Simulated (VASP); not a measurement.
A run of VASP 6.6.1:

INCAR

```
ALGO = Normal
EDIFF = 1E-8
ENCUT = 520
ISIF = 2
ISMEAR = 0
LASPH = True
LCALCEPS = True
LCHARG = False
LMIXTAU = True
LREAL = False
LWAVE = False
METAGGA = R2SCAN
NELM = 100
PREC = Accurate
SIGMA = 0.01
```

KPOINTS

```
k-points
0
Gamma
  8 8 8
```

Contents of POSCAR:

```
MgO
1.0
    0.0000000000      2.1231890896      2.0897899895
    2.1231890896      0.0000000000      2.0897899895
    2.1231890896      2.1231890896      0.0000000000
Mg O
1 1
Direct
    0.0000000000      0.0000000000      0.0000000000
    0.5000000000      0.5000000000      0.5000000000
```

Potentials or basis: VASP PAW PBE potentials, release 64 (Mg, O).

Run with:

```bash
$ cat potpaw_PBE.64/Mg/POTCAR potpaw_PBE.64/O/POTCAR > POTCAR
$ mpirun -np 1 vasp_std > vasp.out
```

Hardware: 1 thread of AMD EPYC 9R45 96-Core Processor (Zen 5), on a shared host.

Question: How long does it take, and how much memory?

Answer: Wall time 16 min on 1 thread of AMD EPYC 9R45 96-Core Processor (Zen 5), on a shared host, peak memory 0.28 GiB. Counts: scf iterations 66, k points 59.
